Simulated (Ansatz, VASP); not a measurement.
# W in VASP and in Ansatz

```xyz
6
Lattice="2.8546 0.0000 0.0000 0.0000 2.8546 0.0000 0.0000 0.0000 25.0925" Properties=species:S:1:pos:R:3 pbc="T T T"
W     1.4273    1.4273    7.5665
W     0.0000    0.0000    9.5710
W     1.4273    1.4273   11.5645
W     0.0000    0.0000   13.5280
W     1.4273    1.4273   15.5215
W     0.0000    0.0000   17.5260
```

Alike in both runs: functional PBE; k mesh 12 × 12 × 1; occupations gaussian, width 0.1 eV; no spin polarisation.

Ansatz relaxed the structure, and its values are those at the end. VASP's run is a single point on that final structure, the one shown.

|  | VASP | Ansatz |
| --- | --- | --- |
| version | VASP 6.6.1 | Ansatz 0.2.0 |
| potentials or method | VASP PAW PBE potentials, release 64 (W_sv), cutoff 520 eV | scalar-relativistic, plane waves, PAW |
| valence electrons in the cell | 84 | 84 |

```csv
,VASP,Ansatz,Ansatz less VASP
gap on the k mesh at the Fermi level (eV),none,none,-
rms of the force components (eV/Å),0.012,0.004,-0.0086
"work function, face that differs most (eV)",4.60,4.60,+0.006
```

A gap of «none» marks a metal or a gap that the smearing closes. Ansatz's warnings: xc potential rough in thin density.

Neither program's run includes spin-orbit coupling.
